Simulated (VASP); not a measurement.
Here is a VASP 6.6.1 calculation.

File INCAR:

```
  PREC = Accurate
  ENCUT = 520
  EDIFF = 1E-6
  ISMEAR = 0
  SIGMA = 0.15
  LREAL = False
  LASPH = True
  NELM = 80
  ALGO = Normal
  ISIF = 2
  LWAVE = False
  LCHARG = True
  GGA = PE
  LELF = True
  LVHAR = True
  NBANDS = 22
```

Contents of KPOINTS:

```
Automatic mesh
0
Gamma
  10 10 10
```

Contents of POSCAR:

```
InSb3
1.0
    5.1428591673      0.0000000000      0.0000000000
    0.0000000000      5.1428591673      0.0000000000
    0.0000000000      0.0000000000      4.5550303645
In Sb
1 3
Direct
    0.0000000000      0.0000000000      0.0000000000
    0.5000000000      0.0000000000      0.5000000000
    0.0000000000      0.5000000000      0.5000000000
    0.5000000000      0.5000000000      0.0000000000
```

Potentials or basis: VASP PAW PBE potentials, release 64 (In_d, Sb).

Command:

```console
$ cat potpaw_PBE.64/In_d/POTCAR potpaw_PBE.64/Sb/POTCAR > POTCAR
$ mpirun -np 1 vasp_std > vasp.out
```

(1) Predict the pressure.

(2) What does it give for the band gap on the k mesh?

## Answers

(1) -3.4 GPa.

(2) zero (bands 14 and 15 overlap by 3.43 eV).

Caveat: the cell stands under tension; spin-orbit coupling is left out, which moves the levels of the heavy elements.
